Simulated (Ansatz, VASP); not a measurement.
# Two plane-wave programs on SiF

INCAR

```
PREC = Accurate ; ENCUT = 520
EDIFF = 1E-6 ; ISMEAR = 0
SIGMA = 0.1 ; LREAL = F
LASPH = T ; NELM = 150
ALGO = Normal ; ISIF = 2
LWAVE = F ; LCHARG = F
ISPIN = 2 ; MAGMOM = 0 1
LORBIT = 11 ; GGA = PE
NBANDS = 16
```

KPOINTS

```
regular mesh
0
Gamma
  6 6 6
```

The input POSCAR:

```
SiF
1.0
    2.9566721500      0.0000000000      0.0000000000
   -1.4783360700      2.5605531900      0.0000000000
    0.0000000000      0.0000000000      2.8634110700
Si F
1 1
Direct
    0.6666666700      0.3333333300      0.0000000000
    0.0000000000      0.0000000000      0.5000000000
```

Input for Ansatz:

```yaml
crystal:
  lattice:
    - [2.95667215, 0.0, 0.0]
    - [-1.47833607, 2.56055319, 0.0]
    - [0.0, 0.0, 2.86341107]
  atoms:
    - { symbol: Si, position: [0.66666667, 0.33333333, 0.0] }
    - { symbol: F, position: [0.0, 0.0, 0.5], spin: 1.0 }
basis:
  ecutwfc: 420
kpoints:
  mp_grid: { grid: [6, 6, 6] }
hamiltonian:
  xc: pbe
scf:
  occupations: { method: gaussian, width: 0.1 }
  lower_state_search: "off"
output:
  forces: true
  stress: true
  eigenvalues: true
  populations: true
magnetization:
  spin_polarized: true
```

Change from the starting cell: species swapped into the CrC type (P-6m2, No. 187).

Alike in both runs: task single point; functional PBE; k mesh 6 × 6 × 6; occupations gaussian, width 0.1 eV; collinear spin.

```csv
,VASP,Ansatz
version,VASP 6.6.1,Ansatz 0.2.0
potentials or method,"VASP PAW PBE potentials, release 64 (Si, F), cutoff 520 eV","scalar-relativistic, plane waves, PAW"
valence electrons in the cell,11,11
```

|  | VASP | Ansatz | Ansatz less VASP |
| --- | --- | --- | --- |
| gap on the k mesh at the Fermi level (eV) | none | none | - |
| net moment per atom (μB) | 0.00 | 0.00 | 0.000 |

A gap of «none» marks a metal or a gap that the smearing closes. Ansatz's warnings: seeded moment not kept.

The k mesh is coarse, so the values compare programs but aren't converged.
